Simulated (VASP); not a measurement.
KI, 16 atoms in the cell. The structure is cubic, space group Pm-3m (No. 221). The conventional cell has a = 4.291 Å, b = 4.291 Å, c = 4.291 Å, α = 90.00°, β = 90.00°, γ = 90.00°. K (site symmetry m-3m) has 8 I at 3.72 Å and 6 K at 4.29 Å within 4.9 Å. Within 4.9 Å of I (site symmetry m-3m) lie 8 K at 3.72 Å and 6 I at 4.29 Å. 

- Program: VASP 6.6.1
- Task: single point
- Functional: PBEsol
- Potentials or basis: VASP PAW PBE potentials, release 64 (K_sv, I)
- Cutoff: 520 eV
- k mesh: 1 × 1 × 1
- Occupations: gaussian, width 0.1 eV
- Spin: no spin polarisation
- Dipole correction: no
- Further INCAR settings: LREAL = Auto; ALGO = Normal; EDIFF = 1e-07; NBANDS = 78; ISYM = 0

Potentials or basis: VASP PAW PBE potentials, release 64 (K_sv, I).

Run with:

```console
$ cat potpaw_PBE.64/K_sv/POTCAR potpaw_PBE.64/I/POTCAR > POTCAR
$ mpirun -np 1 vasp_gam > vasp.out
```

Hardware: 1 thread of AMD EPYC 9R45 96-Core Processor (Zen 5), on a shared host.

Q: How long does it take, and how much memory?

A: It took 47 s on 1 thread of AMD EPYC 9R45 96-Core Processor (Zen 5), with other jobs on the host, peak memory 0.5 GiB. Counts: scf iterations 16, k points 1.
